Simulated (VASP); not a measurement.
The system is AlN.

```
Al N
1.0
     0.00000    2.18399    2.18399
     2.18399    0.00000    2.18399
     2.18399    2.18399    0.00000
Al N
1 1
Direct
  0.00000 0.00000 0.00000
  0.25000 0.25000 0.25000
```

Base run:

| Quantity | Value |
| --- | --- |
| Program | VASP 6.6.1 |
| Functional | RPBE |
| Potentials or basis | VASP PAW PBE potentials, release 64 (Al, N) |
| Cutoff | 520 eV |
| k mesh | 10 × 10 × 10 |
| Occupations | fermi-dirac, width 0.05 eV |
| Spin | no spin polarisation |

Its results: band gap on the k mesh 3.36 eV (least direct gap 4.23 eV); pressure 7.9 GPa.

Q: After a change of settings the same cell gave: band gap on the k mesh 3.32 eV (least direct gap 4.20 eV); pressure 4.6 GPa. Which change was it?
A. functional from RPBE to PBE; occupations from fermi-dirac, width 0.05 eV to gaussian, width 0.019 eV
B. functional from RPBE to r2SCAN50; k mesh from 10 × 10 × 10 to 5 × 5 × 5
C. functional from RPBE to PBEsol; k mesh from 10 × 10 × 10 to 8 × 8 × 8
D. functional from RPBE to r2SCANh; k mesh from 10 × 10 × 10 to 5 × 5 × 5

A: A.

Caveats: the cell stands under pressure; the PAW data sets were made with another functional, which shifts forces and pressure a little (at least some runs).
